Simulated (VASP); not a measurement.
A run of VASP 6.6.1 is set up as follows.

POSCAR

```
SrO
1.0
    2.5932163806      2.5932163806      0.0000000000
   -2.5932163806      2.5932163806      0.0000000000
    0.0000000000      2.5932163806      2.5725738621
Sr O
1 1
Direct
    0.5000000000      0.5000000000      0.0000000000
    0.0000000000      0.0000000000      0.0000000000
```

INCAR.step1

```
PREC = Accurate
ENCUT = 520
ISMEAR = 0
SIGMA = 0.01
LREAL = F
LASPH = T
NELM = 80
NBANDS = 15
GGA = PE
ALGO = Normal
EDIFF = 1E-4
LWAVE = T
LCHARG = F
```

File INCAR.step2:

```
PREC = Accurate
ENCUT = 520
EDIFF = 1E-7
ISMEAR = 0
SIGMA = 0.01
LREAL = F
LASPH = T
NELM = 80
ALGO = Normal
ISIF = 2
LWAVE = F
LCHARG = F
METAGGA = R2SCAN
LMIXTAU = T
NBANDS = 15
ISTART = 1
```

The input KPOINTS:

```
regular mesh
0
Gamma
  8 8 8
```

Potentials or basis: VASP PAW PBE potentials, release 64 (Sr_sv, O).

Run with:

```console
$ cat potpaw_PBE.64/Sr_sv/POTCAR potpaw_PBE.64/O/POTCAR > POTCAR
$ cp INCAR.step1 INCAR
$ mpirun -np 1 vasp_std > vasp.out
$ cp INCAR.step2 INCAR
$ mpirun -np 1 vasp_std > vasp.out
```

What does it give for the pressure?

-0.2 GPa.

What does it give for the band gap on the k mesh?

3.71 eV (least direct gap 3.84 eV).

Stress tensor (GPa, compression positive):
```
-0.53  0.00  0.00
 0.00 -0.53  0.00
 0.00  0.00  0.57
```

Caveat: the cell differs from its parent crystal (in-plane strain +0.005, then relaxed in part); the PAW data sets were made with another functional, which shifts forces and pressure a little. A k mesh can miss the band edges.
